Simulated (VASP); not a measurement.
# Rh: single point with r2SCAN

Crystal: Rh.

```
Rh
1.0
     0.00000    1.90155    1.90155
     1.90155    0.00000    1.90155
     1.90155    1.90155    0.00000
Rh
1
Direct
  0.00000 0.00000 0.00000
```

| Item | Value |
| --- | --- |
| Program | VASP 6.6.1 |
| Task | single point |
| Functional | r2SCAN |
| Potentials or basis | VASP PAW PBE potentials, release 64 (Rh_pv) |
| Cutoff | 520 eV |
| k mesh | 24 × 24 × 24 |
| Occupations | gaussian, width 0.15 eV |
| Spin | no spin polarisation |

```json
{"Pressure": "0.6 GPa"}
```

Levels at points of the mesh, in eV from the Fermi level:
```tsv
k point	band 3	band 4	band 5	band 6	band 7	band 8	band 9	band 10	band 11	band 12
(0.00, 0.00, 0.00)	-47.78	-8.17	-3.17	-3.17	-3.17	-1.07	-1.07	16.72	17.39	22.47
(0.50, 0.00, 0.00)	-47.89	-6.33	-3.28	-3.28	0.59	0.59	0.91	9.09	16.28	17.39
(0.50, 0.50, 0.00)	-48.07	-6.54	-6.17	0.52	1.05	1.05	3.49	12.87	14.01	14.01
```

Wall time 110 s on 1 thread of Intel(R) Xeon(R) 6975P-C (Granite Rapids), with other jobs on the host, peak memory 0.19 GiB.

Caveat: the PAW data sets were made with another functional, which shifts forces and pressure a little.
